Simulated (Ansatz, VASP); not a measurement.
One calculation of TiO, two programs

```
CELL_PARAMETERS angstrom
3.03100 0.00000 0.00000
-1.51550 2.62492 0.00000
0.00000 0.00000 3.23770
ATOMIC_POSITIONS crystal
Ti 0.66667 0.33333 0.00000
O 0.00000 0.00000 0.50000
```

Alike in both runs: task single point; functional PBEsol; k mesh 9 × 9 × 7; occupations gaussian, width 0.01 eV; no spin polarisation.

|  | VASP | Ansatz |
| --- | --- | --- |
| version | VASP 6.6.1 | Ansatz 0.2.0 |
| potentials or method | VASP PAW PBE potentials, release 64 (Ti_sv, O), cutoff 520 eV | scalar-relativistic, plane waves, PAW |
| valence electrons in the cell | 18 | 18 |

```csv
,VASP,Ansatz,Ansatz less VASP
gap on the k mesh at the Fermi level (eV),0.13,0.13,0.000
least direct gap on the mesh (eV),0.13,0.13,0.000
```

VASP's potentials were made for PBE, not for PBEsol.
